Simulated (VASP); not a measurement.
Input of a VASP 6.6.1 run:

The input INCAR:

```
SYSTEM = Ir
PREC     = Accurate       ! precision mode
ENCUT    = 400            ! plane-wave cutoff, eV
EDIFF    = 1E-6           ! SCF threshold, eV
ISMEAR   = -1             ! smearing method
SIGMA    = 0.01           ! smearing width, eV
LREAL    = .FALSE.        ! projectors in reciprocal space
LASPH    = .TRUE.         ! aspherical terms in the spheres
NELM     = 200            ! most SCF steps
ALGO     = Normal         ! electronic algorithm
ISIF     = 2              ! what is computed and relaxed
LWAVE    = .FALSE.        ! write WAVECAR
LCHARG   = .FALSE.        ! write CHGCAR
ISPIN    = 2              ! spin polarisation
MAGMOM   = 3              ! initial moments
LORBIT   = 11             ! projections on sites
LMAXMIX  = 4              ! l up to which the mixer works
GGA      = RP             ! functional
NBANDS   = 14             ! bands
ISYM     = 0            
GGA_COMPAT= .FALSE.
```

Contents of KPOINTS:

```
Automatic mesh
0
G
  1 1 1
  0 0 0
```

POSCAR

```
Ir
1.0
   14.0000000000      0.0000000000      0.0000000000
    0.0000000000     14.4000000000      0.0000000000
    0.0000000000      0.0000000000     14.8000000000
Ir
1
Direct
    0.5000000000      0.5000000000      0.5000000000
```

Potentials or basis: VASP PAW PBE potentials, release 64 (Ir).

The run is started by

```sh
$ cat potpaw_PBE.64/Ir/POTCAR > POTCAR
$ mpirun -np 1 vasp_gam > vasp.out
```

Q: Predict the site moments.

A: Ir +2.39 μB.

Q: What does it give for the pressure?

A: 0.0 GPa.

Q: What does it give for the net moment?

A: 3.00 μB per cell.

Q: What does it give for the band gap on the k mesh?

A: 0.09 eV.

Caveat: the PAW data sets were made with another functional, which shifts forces and pressure a little; spin-orbit coupling is left out, which moves the levels of the heavy elements.
